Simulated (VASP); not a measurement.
Runs of VASP 6.6.1 on AlN. The cells are those of the table. 

```csv
task,cell,k mesh,smearing,gap on the mesh (eV),pressure (GPa),largest force (eV/Å)
single point,"a = 5.225, b = 5.414, c = 5.866 Å, angles 92.4, 78.9, 87.0°, 14 atoms","2 × 2 × 2, shifted",gaussian 0.1 eV,2.24,-0.2,(b)
single point,"a = 5.226, b = 5.611, c = 5.505 Å, angles 86.1, 90.3, 88.4°, 14 atoms",1 × 1 × 1,fermi-dirac 0.3275 eV,(c),0.4,10.03
single point,"a = 5.226, b = 5.611, c = 5.505 Å, angles 86.1, 90.3, 88.4°, 14 atoms",1 × 1 × 1,fermi-dirac 0.2361 eV,(a),(d),4.94
single point,"a = 5.226, b = 5.611, c = 5.505 Å, angles 86.1, 90.3, 88.4°, 14 atoms",1 × 1 × 1,fermi-dirac 0.05 eV,3.19,-0.9,1.87
```

Alike in all rows: level PBE; potentials or basis VASP PAW PBE potentials, release 64 (Al, N); no spin polarisation; cutoff (eV) 520.

Fill in the values left out.

(a) 1.78; (b) 0.04; (c) 0.28; (d) 0.5.

Caveats: all runs use coarse meshes; the standard files for N, O and F lose accuracy on very short bonds (some runs).

A k mesh can miss the band edges.
